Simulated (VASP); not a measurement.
The system is Sb.

```xyz
2
Lattice="3.0587 0.0000 0.0000 0.0000 4.2588 0.0000 -0.0381 0.0000 4.3159" Properties=species:S:1:pos:R:3 pbc="T T T"
Sb    0.0256    1.0647    1.0409
Sb    2.9949    3.1941    3.2751
```

Base run:

* Program: VASP 6.6.1
* Functional: PBEsol
* Potentials or basis: VASP PAW PBE potentials, release 64 (Sb)
* Cutoff: 520 eV
* k mesh: 9 × 6 × 6
* Occupations: fermi-dirac, width 0.05 eV
* Spin: no spin polarisation

Its results: band gap on the k mesh zero (band 5 reaches 13.22 eV, above the bottom of band 6 at 4.29 eV); pressure 1.6 GPa; largest force 0.153 eV/Å.

**Question.** The run is repeated on the same cell with these changes: functional from PBEsol to LDA; potentials or basis from VASP PAW PBE potentials, release 64 (Sb) to VASP PAW LDA potentials, release 64 (Sb). What comes out?

**Answer.** Band gap on the k mesh zero (band 5 reaches 13.18 eV, above the bottom of band 6 at 4.32 eV); pressure 0.4 GPa; largest force 0.130 eV/Å.

Caveats: spin-orbit coupling is left out, which moves the levels of the heavy elements; the PAW data sets were made with another functional, which shifts forces and pressure a little (some runs).
